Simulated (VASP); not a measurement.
# BaS (Fm-3m) in VASP: single point with HSE06

Aim: the single point of BaS with HSE06.

Program: VASP 6.6.1. These are calculated values, not measurements. Logs are shortened: lines on timing, memory, paths and dates and some standing lists are left out, and cuts for length are marked.

**1. The cell of the first run**

The structure is cubic, space group Fm-3m (No. 225). Conventional cell: a = 6.424 Å, b = 6.424 Å, c = 6.424 Å, α = 90.00°, β = 90.00°, γ = 90.00°. Ba (site symmetry m-3m) has 6 S at 3.21 Å within 4.2 Å. S (site symmetry m-3m) has 6 Ba at 3.21 Å within 4.2 Å.

**2. Single point, HSE06, non-collinear spin, zero start, spin-orbit coupling**

POSCAR

```
BaS
1.0
    0.0000000000      3.2117958671      3.2117958671
    3.2117958671      0.0000000000      3.2117958671
    3.2117958671      3.2117958671      0.0000000000
Ba S
1 1
Direct
    0.0000000000      0.0000000000      0.0000000000
    0.5000000000      0.5000000000      0.5000000000
```

INCAR.step1

```
PREC = Accurate
ENCUT = 520
EDIFF = 1E-5
ISMEAR = 0
SIGMA = 0.01
LREAL = False
LASPH = True
NELM = 150
ALGO = Normal
ISIF = 2
LWAVE = True
MAGMOM = 0 0 0 0 0 0
LORBIT = 11
LSORBIT = True
GGA_COMPAT = False
LORBMOM = True
NBANDS = 28
GGA = PE
```

INCAR.step2

```
PREC = Accurate
ENCUT = 520
EDIFF = 1E-7
ISMEAR = 0
SIGMA = 0.01
LREAL = False
LASPH = True
NELM = 150
ALGO = Normal
ISIF = 2
LWAVE = False
LCHARG = True
MAGMOM = 0 0 0 0 0 0
LORBIT = 11
LSORBIT = True
GGA_COMPAT = False
LORBMOM = True
GGA = PE
LHFCALC = True
HFSCREEN = 0.2079
PRECFOCK = Normal
LVHAR = True
NBANDS = 28
ISTART = 1
```

KPOINTS

```
Automatic mesh
0
Gamma
  4 4 4
```

Potentials or basis: VASP PAW PBE potentials, release 64 (Ba_sv, S).

Started as:

```
$ cat potpaw_PBE.64/Ba_sv/POTCAR potpaw_PBE.64/S/POTCAR > POTCAR
$ cp INCAR.step1 INCAR
$ mpirun -np 1 vasp_ncl > vasp.out
$ cp INCAR.step2 INCAR
$ mpirun -np 1 vasp_ncl > vasp.out
```

OUTCAR:

```text
PREC = Accurate
   ENCUT = 520
   EDIFF = 1E-7
   ISMEAR = 0
   LREAL = False
   LASPH = True
   NELM = 150
   ISIF = 2
   LORBIT = 11
   LSORBIT = True
   GGA = PE
   LHFCALC = True
   HFSCREEN = 0.2079
   PRECFOCK = Normal
   ISTART = 1

 ion  position               nearest neighbor table
   1  0.000  0.000  0.000-   2 3.21   2 3.21   2 3.21   2 3.21   2 3.21   2 3.21
   2  0.500  0.500  0.500-   1 3.21   1 3.21   1 3.21   1 3.21   1 3.21   1 3.21

  LATTYP: Found a face centered cubic cell.
 ALAT       =     6.4235917342

  Lattice vectors:

 A1 = (   0.0000000000,   3.2117958671,   3.2117958671)
 A2 = (   3.2117958671,   0.0000000000,   3.2117958671)
 A3 = (   3.2117958671,   3.2117958671,   0.0000000000)

Analysis of symmetry for initial positions (statically):
=====================================================================
 Subroutine PRICEL returns:
 Original cell was already a primitive cell.

 Routine SETGRP: Setting up the symmetry group for a
 face centered cubic supercell.

 Subroutine GETGRP returns: Found 48 space group operations
 (whereof 48 operations were pure point group operations)
 out of a pool of 48 trial point group operations.

The static configuration has the point symmetry O_h .

Analysis of symmetry for dynamics (positions and initial velocities):
=====================================================================
 Subroutine PRICEL returns:
 Original cell was already a primitive cell.

 Routine SETGRP: Setting up the symmetry group for a
 face centered cubic supercell.

 Subroutine GETGRP returns: Found 48 space group operations
 (whereof 48 operations were pure point group operations)
 out of a pool of 48 trial point group operations.

The dynamic configuration has the point symmetry O_h .

Analysis of structural, dynamic, and magnetic symmetry:
=====================================================================
 Subroutine PRICEL returns:
 Original cell was already a primitive cell.

 Routine SETGRP: Setting up the symmetry group for a
 face centered cubic supercell.

 Subroutine GETGRP returns: Found 48 space group operations
 (whereof 48 operations were pure point group operations)
 out of a pool of 48 trial point group operations.

The overall configuration has the point symmetry O_h .

 Subroutine INISYM returns: Found 48 space group operations
 (whereof 48 operations are pure point group operations),
 and found     1 'primitive' translations

----------------------------------------------------------------------------------------

                                     Primitive cell

  volume of cell :      66.2634

  direct lattice vectors                    reciprocal lattice vectors
     0.000000000  3.211795867  3.211795867    -0.155676145  0.155676145  0.155676145
     3.211795867  0.000000000  3.211795867     0.155676145 -0.155676145  0.155676145
     3.211795867  3.211795867  0.000000000     0.155676145  0.155676145 -0.155676145

  length of vectors
     4.542165275  4.542165275  4.542165275     0.269638993  0.269638993  0.269638993

  position of ions in fractional coordinates (direct lattice)
     0.000000000  0.000000000  0.000000000
     0.500000000  0.500000000  0.500000000

  ion indices of the primitive-cell ions
   primitive index   ion index
                 1           1
                 2           2

----------------------------------------------------------------------------------------

 KPOINTS: Automatic mesh

Automatic generation of k-mesh.
 Grid dimensions read from file:
 generate k-points for:    4    4    4

 Generating k-lattice:

  Cartesian coordinates                     Fractional coordinates (reciprocal lattice)
    -0.038919036  0.038919036  0.038919036     0.250000000  0.000000000  0.000000000
     0.038919036 -0.038919036  0.038919036     0.000000000  0.250000000  0.000000000
[... 88 lines left out ...]

 number of electron      16.0000002 magnetization       0.0000000      0.0000000      0.0000000

 Free energy of the ion-electron system (eV)
  ---------------------------------------------------
  ext. energy  EPLUGINS =         0.00000000
  ---------------------------------------------------
  free energy    TOTEN  =       -11.73704288 eV

  energy without entropy =      -11.73704288  energy(sigma->0) =      -11.73704288

 E-fermi :   0.8274     XC(G=0):  -7.1492

 val. band max:        0.7661802214   @ k =   0.0000   0.0000   0.0000
 cond. band min:       3.7559532694   @ k =   0.5000   0.5000   0.0000
 fundamental gap:      2.9897730479
 Fermi energy:         0.8273967827

 k-point     1 :       0.0000    0.0000    0.0000
  band No.  band energies     occupation
      1     -27.1574      1.00000
      2     -27.1574      1.00000
      3     -12.5429      1.00000
      4     -12.5429      1.00000
      5     -10.6949      1.00000
      6     -10.6949      1.00000
[... 237 lines left out ...]
     27      11.4645      0.00000
     28      11.4645      0.00000

------------------------ aborting loop because EDIFF is reached ----------------------------------------

  FORCE on cell =-STRESS in cart. coord.  units (eV):
  Direction    XX          YY          ZZ          XY          YZ          ZX
  --------------------------------------------------------------------------------------
  -------------------------------------------------------------------------------------
  Total        0.0858396      0.0858396      0.0858396     -0.0000000     -0.0000000      0.0000000
  in kB        2.0755076      2.0755076      2.0755076     -0.0000000     -0.0000000      0.0000000
  external PRESSURE =       2.0755076 kB  Pullay stress =       0.0000000 kB

 VOLUME and BASIS-vectors are now :
 -----------------------------------------------------------------------------
  energy-cutoff  :      520.00
  volume of cell :       66.26
      direct lattice vectors                 reciprocal lattice vectors
     0.000000000  3.211795867  3.211795867    -0.155676145  0.155676145  0.155676145
     3.211795867  0.000000000  3.211795867     0.155676145 -0.155676145  0.155676145
     3.211795867  3.211795867  0.000000000     0.155676145  0.155676145 -0.155676145

 POSITION                                       TOTAL-FORCE (eV/Angst)
 -----------------------------------------------------------------------------------
      0.00000      0.00000      0.00000         0.000000      0.000000      0.000000
      3.21180      3.21180      3.21180        -0.000000     -0.000000     -0.000000
 -----------------------------------------------------------------------------------
    total drift:                                0.000000      0.000001      0.000002

  FREE ENERGIE OF THE ION-ELECTRON SYSTEM (eV)
  ---------------------------------------------------
  free  energy   TOTEN  =       -11.7370428808 eV

  energy  without entropy=      -11.7370428808  energy(sigma->0) =      -11.73704288

 orbital moment (x)

 # of ion     p       d       tot
 ----------------------------------------
  1        -0.000  -0.000  -0.000
  2        -0.000   0.000  -0.000
 ----------------------------------------
           -0.000  -0.000  -0.000

 orbital moment (y)

 # of ion     p       d       tot
 ----------------------------------------
  1        -0.000  -0.000  -0.000
  2        -0.000   0.000  -0.000
 ----------------------------------------
           -0.000  -0.000  -0.000

 orbital moment (z)

 # of ion     p       d       tot
 ----------------------------------------
  1        -0.000   0.000  -0.000
  2        -0.000   0.000  -0.000
 ----------------------------------------
           -0.000   0.000  -0.000

 Spin-Orbit-Coupling matrix elements

 Ion:    1  E_soc:     -0.3831175
 l=   1
     0.0000000    -0.0637037    -0.0637037
    -0.0637037     0.0000000    -0.0637037
    -0.0637037    -0.0637037     0.0000000
 l=   2
     0.0000000    -0.0000077     0.0000000    -0.0000077    -0.0001414
    -0.0000077     0.0000000    -0.0001061    -0.0000077    -0.0000354
     0.0000000    -0.0001061     0.0000000    -0.0001061     0.0000000
    -0.0000077    -0.0000077    -0.0001061     0.0000000    -0.0000354
    -0.0001414    -0.0000354     0.0000000    -0.0000354     0.0000000
 l=   3
     0.0000000     0.0000000     0.0000000     0.0000000     0.0000000     0.0000000     0.0000000
     0.0000000     0.0000000     0.0000000     0.0000000     0.0000000     0.0000000     0.0000000
     0.0000000     0.0000000     0.0000000     0.0000000     0.0000000     0.0000000     0.0000000
     0.0000000     0.0000000     0.0000000     0.0000000     0.0000000     0.0000000     0.0000000
     0.0000000     0.0000000     0.0000000     0.0000000     0.0000000     0.0000000     0.0000000
     0.0000000     0.0000000     0.0000000     0.0000000     0.0000000     0.0000000     0.0000000
     0.0000000     0.0000000     0.0000000     0.0000000     0.0000000     0.0000000     0.0000000

 Ion:    2  E_soc:     -0.0022577
 l=   1
     0.0000000    -0.0003763    -0.0003763
    -0.0003763     0.0000000    -0.0003763
    -0.0003763    -0.0003763     0.0000000
 l=   2
     0.0000000     0.0000000     0.0000000     0.0000000     0.0000000
     0.0000000     0.0000000     0.0000000     0.0000000     0.0000000
     0.0000000     0.0000000     0.0000000     0.0000000     0.0000000
     0.0000000     0.0000000     0.0000000     0.0000000     0.0000000
     0.0000000     0.0000000     0.0000000     0.0000000     0.0000000
 l=   3
     0.0000000     0.0000000     0.0000000     0.0000000     0.0000000     0.0000000     0.0000000
     0.0000000     0.0000000     0.0000000     0.0000000     0.0000000     0.0000000     0.0000000
     0.0000000     0.0000000     0.0000000     0.0000000     0.0000000     0.0000000     0.0000000
     0.0000000     0.0000000     0.0000000     0.0000000     0.0000000     0.0000000     0.0000000
     0.0000000     0.0000000     0.0000000     0.0000000     0.0000000     0.0000000     0.0000000
     0.0000000     0.0000000     0.0000000     0.0000000     0.0000000     0.0000000     0.0000000
     0.0000000     0.0000000     0.0000000     0.0000000     0.0000000     0.0000000     0.0000000

 total charge

# of ion       s       p       d       tot
------------------------------------------
    1        2.007   5.624   0.240   7.871
    2        1.313   2.446   0.000   3.758
--------------------------------------------------
tot          3.319   8.070   0.240  11.629

 magnetization (x)

# of ion       s       p       d       tot
------------------------------------------
    1        0.000   0.000   0.000   0.000
    2        0.000   0.000   0.000   0.000
--------------------------------------------------
tot          0.000   0.000   0.000   0.000

 magnetization (y)

# of ion       s       p       d       tot
------------------------------------------
    1        0.000   0.000   0.000   0.000
    2        0.000   0.000   0.000   0.000
--------------------------------------------------
tot          0.000   0.000   0.000   0.000

 magnetization (z)

# of ion       s       p       d       tot
------------------------------------------
    1       -0.000   0.000   0.000   0.000
    2       -0.000   0.000   0.000  -0.000
--------------------------------------------------
tot         -0.000   0.000   0.000  -0.000
```

It took 62 min on 1 thread of Intel Xeon Platinum 8259CL at 2.50GHz (Skylake/Cascade Lake), shared host; peak memory 0.52 GiB.

Results:

```
Free energy                                           : -11.7370 eV
Pressure                                              : 0.2 GPa
Net moment                                            : 0.00 μB per cell
Valence electrons inside the program's atomic spheres : Ba 7.87; S 3.76
```

Moments on the atoms (μB; x, y, z):
```
Ba  0.00 0.00 0.00
S   0.00 0.00 0.00
```

Caveat: the k points lie up to 0.42 Å⁻¹ apart; the PAW data sets were made with another functional, which shifts forces and pressure a little.
